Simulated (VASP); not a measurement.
CeSi2Pd2, 5 atoms in the cell. Symmetry: I4/mmm, No. 139, tetragonal system. The conventional cell has a = 4.164 Å, b = 4.164 Å, c = 9.885 Å, α = 90.00°, β = 90.00°, γ = 90.00°. Within 3.3 Å of Si (site symmetry 4mm) lie 4 Pd at 2.40 Å and 1 Si at 2.55 Å and 4 Ce at 3.21 Å. Pd (site symmetry -4m2) has 4 Si at 2.40 Å and 4 Pd at 2.94 Å and 4 Ce at 3.23 Å within 3.3 Å. Within 4.2 Å of Ce (site symmetry 4/mmm) lie 10 Si at 3.21 to 3.67 Å and 8 Pd at 3.23 Å and 4 Ce at 4.16 Å. 

```yaml
Program: VASP 6.6.1
Task: single point
Functional: r2SCAN
Potentials_or_basis: VASP PAW PBE potentials, release 64 (Si, Pd, Ce)
Cutoff: 800 eV
k_mesh: 6 × 6 × 6
Occupations: fermi-dirac, width 0.1 eV
Spin: no spin polarisation
Dipole_correction: no
Further_INCAR_settings: ALGO = Normal; EDIFF = 1e-06; NBANDS = 28
```

Potentials or basis: VASP PAW PBE potentials, release 64 (Si, Pd, Ce).

Run with:

```bash
$ cat potpaw_PBE.64/Si/POTCAR potpaw_PBE.64/Pd/POTCAR potpaw_PBE.64/Ce/POTCAR > POTCAR
$ cp INCAR.step1 INCAR
$ mpirun -np 1 vasp_std > vasp.out
$ cp INCAR.step2 INCAR
$ mpirun -np 1 vasp_std > vasp.out
```

Hardware: 1 thread of Intel Xeon 8259CL, on a shared host.

Question: Estimate the wall time of this run.

Answer: Run time: 25 min on 1 thread of Intel Xeon 8259CL (shared host), peak memory 0.43 GiB. Counts: k points 30.
